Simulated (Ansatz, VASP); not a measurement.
## Cu: VASP beside Ansatz

```
Cu
1.0
     0.00000    1.89787    1.76231
     1.89787    0.00000    1.76231
     1.89787    1.89787    0.00000
Cu
1
Direct
  0.00000 0.00000 0.00000
```

Change from the starting cell: strain +0.050 along x and y, -0.025 along z, atoms carried along.

Alike in both runs: task single point; functional PBE; k mesh 22 × 22 × 22; occupations gaussian, width 0.15 eV; no spin polarisation.

```csv
,VASP,Ansatz
version,VASP 6.6.1,Ansatz 0.2.0
potentials or method,"VASP PAW PBE potentials, release 64 (Cu), cutoff 520 eV","scalar-relativistic, plane waves, PAW"
valence electrons in the cell,11,19
```

```csv
,VASP,Ansatz,Ansatz less VASP
gap on the k mesh at the Fermi level (eV),none,none,-
pressure (GPa),-6.6,-7.2,-0.60
"traceless stress, the component that is largest in VASP (GPa)",1.81,1.84,+0.022
```

A gap of «none» marks a metal or a gap that the smearing closes. The functional is the same, so the differences come from potentials, cutoffs and numerics. VASP's potentials hold 11 valence electrons a cell and Ansatz's 19, so a difference there can come from the potentials and not from the codes.
